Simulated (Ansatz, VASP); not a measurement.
One calculation of WS2, two programs

```
W S
1.0
     3.28037    0.00000    0.00000
    -1.64019    2.84089    0.00000
     0.00000    0.00000   12.13991
W S
2 4
Direct
  0.33333 0.66667 0.25000
  0.66667 0.33333 0.75000
  0.33333 0.66667 0.62029
  0.66667 0.33333 0.12029
  0.33333 0.66667 0.87971
  0.66667 0.33333 0.37971
```

Change from the starting cell: strain +0.040 along x and y, +0.000 along z, atoms carried along.

Alike in both runs: task single point; functional PBE; dispersion D3(BJ); k mesh 12 × 12 × 4; occupations gaussian, width 0.05 eV; no spin polarisation.

|  | VASP | Ansatz |
| --- | --- | --- |
| version | VASP 6.6.1 | Ansatz 0.2.0 |
| potentials or method | VASP PAW PBE potentials, release 64 (W_sv, S), cutoff 520 eV | scalar-relativistic, plane waves, PAW |
| valence electrons in the cell | 52 | 52 |

|  | VASP | Ansatz | Ansatz less VASP |
| --- | --- | --- | --- |
| gap on the k mesh at the Fermi level (eV) | 0.79 | 0.77 | -0.019 |
| least direct gap on the mesh (eV) | 1.45 | 1.45 | -0.002 |
| pressure (GPa) | -10.8 | -10.7 | +0.05 |
| traceless stress, the component that is largest in VASP (GPa) | 3.76 | 3.75 | -0.008 |
| rms of the force components (eV/Å) | 0.368 | 0.369 | +0.0009 |

Atom by atom the forces differ by 0.001 eV/Å (rms over components).

Spin-orbit coupling is off throughout.
